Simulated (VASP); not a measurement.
Input of a VASP 6.6.1 run:

File INCAR:

```
ALGO     = Normal         # electronic algorithm
EDIFF    = 1E-6           # SCF threshold, eV
ENCUT    = 520            # plane-wave cutoff, eV
GGA      = PS             # functional
ISIF     = 2              # what is computed and relaxed
ISMEAR   = 0              # smearing method
LASPH    = T              # aspherical terms in the spheres
LCHARG   = F              # write CHGCAR
LREAL    = F              # projectors in reciprocal space
LWAVE    = F              # write WAVECAR
NBANDS   = 14             # bands
NELM     = 80             # most SCF steps
PREC     = Accurate       # precision mode
SIGMA    = 0.02           # smearing width, eV
```

Contents of KPOINTS:

```
k-points
0
Gamma
  10 10 10
```

The input POSCAR:

```
HfC
1.0
    0.0000000000      2.3250000000      2.3250000000
    2.3250000000      0.0000000000      2.3250000000
    2.3250000000      2.3250000000      0.0000000000
Hf C
1 1
Direct
    0.5000000000      0.5000000000      0.5000000000
    0.0000000000      0.0000000000      0.0000000000
```

Potentials or basis: VASP PAW PBE potentials, release 64 (Hf_pv, C).

Command:

```bash
$ cat potpaw_PBE.64/Hf_pv/POTCAR potpaw_PBE.64/C/POTCAR > POTCAR
$ mpirun -np 1 vasp_std > vasp.out
```

**Question.** Predict the band gap on the k mesh.

**Answer.** Zero (band 7 reaches 6.83 eV, above the bottom of band 8 at 5.41 eV).

**Question.** Predict the pressure.

**Answer.** -7.0 GPa.

Caveat: the PAW data sets were made with another functional, which shifts forces and pressure a little; spin-orbit coupling is left out, which moves the levels of the heavy elements.
